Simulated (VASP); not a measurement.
# Mg (P6_3/mmc) in VASP: notebook

Mg is run at these levels: PBEsol; tasks: single point, relaxation of cell and atoms.

Program: VASP 6.6.1. These are calculated values, not measurements. Logs are shortened: lines on timing, memory, paths and dates and some standing lists are left out, and cuts for length are marked.

**1. The cell of the first run**

Symmetry: P6_3/mmc, No. 194, hexagonal system. Conventional cell: a = 3.345 Å, b = 3.345 Å, c = 10.952 Å, α = 90.00°, β = 90.00°, γ = 120.00°. Within 4.4 Å of Mg (site symmetry -3m) lie 12 Mg at 3.34 to 3.35 Å. Within 4.4 Å of Mg (site symmetry -6m2) lie 12 Mg at 3.34 to 3.35 Å.

**2. Single point, PBEsol**

Contents of INCAR:

```
SYSTEM = Mg
PREC = Accurate
ENCUT = 520
EDIFF = 1E-7
ISMEAR = 0
SIGMA = 0.1
LREAL = .False.
LASPH = .True.
NELM = 80
ALGO = Normal
ISIF = 2
LWAVE = .False.
LCHARG = .True.
GGA = PS
LELF = .True.
LVHAR = .True.
NBANDS = 12
```

Contents of KPOINTS:

```
Automatic mesh
0
Gamma
  6 6 2
  0 0 0
```

Contents of POSCAR:

```
Mg
1.0
    3.3446218861      0.0000000000      0.0000000000
   -1.6723109431      2.8965275194      0.0000000000
    0.0000000000      0.0000000000     10.9524839560
Mg
4
Direct
    0.0000000000      0.0000000000      0.0000000000
    0.3333333333      0.6666666667      0.2500000000
    0.0000000000      0.0000000000      0.5000000000
    0.6666666667      0.3333333333      0.7500000000
```

Potentials or basis: VASP PAW PBE potentials, release 64 (Mg).

Command:

```sh
> cat potpaw_PBE.64/Mg/POTCAR > POTCAR
> mpirun -np 1 vasp_std > vasp.out
```

OUTCAR:

```text
SYSTEM = Mg
   PREC = Accurate
   ENCUT = 520
   EDIFF = 1E-7
   ISMEAR = 0
   LREAL = .False.
   LASPH = .True.
   NELM = 80
   ISIF = 2
   GGA = PS

 ion  position               nearest neighbor table
   1  0.000  0.000  0.000-   2 3.35   4 3.35   4 3.35   2 3.35   4 3.35   2 3.35
   2  0.333  0.667  0.250-   1 3.35   3 3.35   1 3.35   3 3.35   1 3.35   3 3.35
   3  0.000  0.000  0.500-   2 3.35   4 3.35   4 3.35   2 3.35   4 3.35   2 3.35
   4  0.667  0.333  0.750-   1 3.35   3 3.35   1 3.35   3 3.35   1 3.35   3 3.35

  LATTYP: Found a hexagonal cell.
 ALAT       =     3.3446218861
 C/A-ratio  =     3.2746553509

  Lattice vectors:

 A1 = (   3.3446218861,   0.0000000000,   0.0000000000)
 A2 = (  -1.6723109431,   2.8965275194,   0.0000000000)
 A3 = (   0.0000000000,   0.0000000000,  10.9524839560)

Analysis of symmetry for initial positions (statically):
=====================================================================
 Subroutine PRICEL returns:
 Original cell was already a primitive cell.

 Routine SETGRP: Setting up the symmetry group for a
 hexagonal supercell.

 Subroutine GETGRP returns: Found 24 space group operations
 (whereof 12 operations were pure point group operations)
 out of a pool of 24 trial point group operations.

The static configuration has the point symmetry D_3d.
 The point group associated with its full space group is D_6h.

Analysis of symmetry for dynamics (positions and initial velocities):
=====================================================================
 Subroutine PRICEL returns:
 Original cell was already a primitive cell.

 Routine SETGRP: Setting up the symmetry group for a
 hexagonal supercell.

 Subroutine GETGRP returns: Found 24 space group operations
 (whereof 12 operations were pure point group operations)
 out of a pool of 24 trial point group operations.

The dynamic configuration has the point symmetry D_3d.
 The point group associated with its full space group is D_6h.

 Subroutine INISYM returns: Found 24 space group operations
 (whereof 12 operations are pure point group operations),
 and found     1 'primitive' translations

----------------------------------------------------------------------------------------

                                     Primitive cell

  volume of cell :     106.1054

  direct lattice vectors                    reciprocal lattice vectors
[... 90 lines left out ...]
   PSTRESS=    0.0 pullay stress
   NELECT =       8.0000    total number of electrons
   NUPDOWN=      -1.0000    fix difference up-down
   EMIN   =  10.00;   EMAX   =-10.00  energy-range for DOS
   EFERMI =   0.00;   METHOD = LEGACY
   ISMEAR =     0;   SIGMA  =   0.10  broadening in eV -4-tet -1-fermi 0-gaus
   EFERMI_NEDOS =   21; number of points for ismear=-14 and -15
   IALGO  =     38    algorithm
   IMIX   =      4    mixing-type and parameters
     AMIX     =   0.40;   BMIX     =  1.00
     AMIX_MAG =   1.60;   BMIX_MAG =  1.00
  volume/ion in A,a.u.               =      26.53       179.01
  Fermi-wavevector in a.u.,A,eV,Ry     =   0.691606  1.306947  6.507932  0.478320
  Thomas-Fermi vector in A             =   1.773305
   LORBIT       =      0    0 simple, 1 ext, 2 COOP (PROOUT), +10 PAW based schemes
   GGA     = PS    functional components
   LHFCALC =     F    Hartree Fock is set to
   AEXX    =    0.0000 exact exchange contribution
   IVDW    =     0    specifies the selected vdW correction
   LEPSILON=     F    determine dielectric tensor
   LRPA    =     F    only Hartree local field effects (RPA)
 non-spin polarized calculation
 Gauss-broadening in eV      SIGMA  =   0.10
  energy-cutoff  :      520.00
  volume of cell :      106.11
 maximum number of plane-waves:      2896
 NGX is ok and might be reduce to    28
   NGX = 13   NGY = 13   NGZ = 41

 number of electron       8.0000000 magnetization

 Free energy of the ion-electron system (eV)
  ---------------------------------------------------
  ext. energy  EPLUGINS =         0.00000000
  ---------------------------------------------------
  free energy    TOTEN  =        -6.49104123 eV

  energy without entropy =       -6.47575139  energy(sigma->0) =       -6.48339631

 E-fermi :   1.8221     XC(G=0):  -8.0938

 val. band max:        1.7825886003   @ k =   0.1667   0.1667   0.0000
 cond. band min:       1.8349438987   @ k =   0.3333   0.1667   0.0000
 fundamental gap:      0.0523552984
 Fermi energy:         1.8220554165

 k-point     1 :       0.0000    0.0000    0.0000
  band No.  band energies     occupation
      1      -4.4442      2.00000
      2      -3.1968      2.00000
      3      -3.1914      2.00000
      4       0.3978      2.00000
      5       0.5628      2.00000
      6       6.3706      0.00000
      7       6.3768      0.00000
      8      11.9762      0.00000
      9      11.9762      0.00000
     10      12.0435      0.00000
     11      12.0435      0.00000
     12      12.7900      0.00000
[... 181 lines left out ...]
 k-point    14 :       0.3333    0.3333    0.5000
  band No.  band energies     occupation
      1       1.6172      1.99624
      2       1.6172      1.99624
      3       1.6588      1.97908
      4       1.6588      1.97908
      5       1.7248      1.83081
      6       1.7248      1.83081
      7       3.7301      0.00000
      8       3.7301      0.00000
      9       4.1933      0.00000
     10       4.1933      0.00000
     11       4.5771      0.00000
     12       4.5771      0.00000

------------------------ aborting loop because EDIFF is reached ----------------------------------------

  FORCE on cell =-STRESS in cart. coord.  units (eV):
  Direction    XX          YY          ZZ          XY          YZ          ZX
  --------------------------------------------------------------------------------------
  -------------------------------------------------------------------------------------
  Total       -2.9230654     -2.9230654     -3.0094733      0.0000000      0.0000000      0.0000000
  in kB      -44.1379139    -44.1379139    -45.4426623      0.0000000      0.0000000      0.0000000
  external PRESSURE =     -44.5728300 kB  Pullay stress =       0.0000000 kB

 VOLUME and BASIS-vectors are now :
 -----------------------------------------------------------------------------
  energy-cutoff  :      520.00
  volume of cell :      106.11
      direct lattice vectors                 reciprocal lattice vectors
     3.344621886  0.000000000  0.000000000     0.298987459  0.172620490  0.000000000
    -1.672310943  2.896527519  0.000000000     0.000000000  0.345240980  0.000000000
     0.000000000  0.000000000 10.952483956     0.000000000  0.000000000  0.091303489

 POSITION                                       TOTAL-FORCE (eV/Angst)
 -----------------------------------------------------------------------------------
      0.00000      0.00000      0.00000        -0.000000      0.000000     -0.000000
     -0.00000      1.93102      2.73812        -0.000000      0.000000     -0.000000
      0.00000      0.00000      5.47624        -0.000000      0.000000     -0.000000
      1.67231      0.96551      8.21436         0.000000     -0.000000      0.000000
 -----------------------------------------------------------------------------------
    total drift:                                0.000000      0.000000     -0.000000

  FREE ENERGIE OF THE ION-ELECTRON SYSTEM (eV)
  ---------------------------------------------------
  free  energy   TOTEN  =        -6.4910412270 eV

  energy  without entropy=       -6.4757513936  energy(sigma->0) =       -6.48339631
```

OSZICAR:

```text
N       E                     dE             d eps       ncg     rms          rms(c)
DAV:   1     0.173375119012E+01    0.17338E+01   -0.23570E+03   336   0.456E+02
DAV:   2    -0.626399556925E+01   -0.79977E+01   -0.75483E+01   400   0.501E+01
DAV:   3    -0.653470769866E+01   -0.27071E+00   -0.26825E+00   468   0.684E+00
DAV:   4    -0.653625466809E+01   -0.15470E-02   -0.15465E-02   424   0.547E-01
DAV:   5    -0.653626716570E+01   -0.12498E-04   -0.12498E-04   424   0.570E-02    0.142E+00
DAV:   6    -0.651314695295E+01    0.23120E-01   -0.23680E-03   432   0.309E-01    0.905E-01
DAV:   7    -0.649106716397E+01    0.22080E-01   -0.96857E-03   364   0.567E-01    0.479E-02
DAV:   8    -0.649104628952E+01    0.20874E-04   -0.68414E-05   476   0.483E-02    0.919E-03
DAV:   9    -0.649104179906E+01    0.44905E-05   -0.28094E-06   396   0.779E-03    0.828E-04
DAV:  10    -0.649104130537E+01    0.49369E-06   -0.19518E-08   356   0.786E-04    0.254E-04
DAV:  11    -0.649104122700E+01    0.78368E-07   -0.19101E-09   256   0.257E-04
   1 F= -.64910412E+01 E0= -.64833963E+01  d E =-.152898E-01
```

stdout:

```text
POSCAR found type information on POSCAR Mg
 POSCAR found :  1 types and       4 ions
 scaLAPACK will be used
 -----------------------------------------------------------------------------
|                                                                             |
|                                                                             |
|     You enforced a specific xc type in the INCAR file but a different       |
|     I HOPE YOU KNOW WHAT YOU ARE DOING!                                     |
|                                                                             |
 -----------------------------------------------------------------------------

 LDA part: xc-table for (Slater+PW92), standard interpolation
 POSCAR, INCAR and KPOINTS ok, starting setup
 FFT: planning ... GRIDC
 FFT: planning ... GRID_SOFT
 FFT: planning ... GRID
 WAVECAR not read
 entering main loop
```

Run time: 14 s. Hardware: 1 thread of Intel Xeon 6975P-C (Granite Rapids), shared host; peak memory 0.22 GiB.

Results:

```yaml
Free_energy: -6.4910 eV
Pressure: -4.5 GPa
Band_gap_on_the_k_mesh: zero (bands 4 and 5 overlap by 1.68 eV)
```

Stress tensor (GPa, compression positive):
```
-4.41  0.00  0.00
 0.00 -4.41  0.00
 0.00  0.00 -4.54
```

Levels at points of the mesh, in eV from the Fermi level:
```tsv
k point	band 1	band 2	band 3	band 4	band 5	band 6	band 7	band 8
(0.00, 0.00, 0.00)	-6.27	-5.02	-5.01	-1.42	-1.26	4.55	4.55	10.15
(0.50, 0.00, 0.00)	-1.89	-1.84	-0.87	-0.83	-0.46	-0.44	2.65	2.89
(0.00, 0.00, 0.50)	-5.95	-5.95	-3.47	-3.47	1.35	1.35	8.19	8.19
(0.50, 0.00, 0.50)	-1.59	-1.59	-1.55	-1.55	0.67	0.67	1.08	1.08
```

Caveat: the k points lie up to 0.36 Å⁻¹ apart, too coarse for converged energies and pressures of a metal; the PAW data sets were made with another functional, which shifts forces and pressure a little.

[end of part 1 of 3]
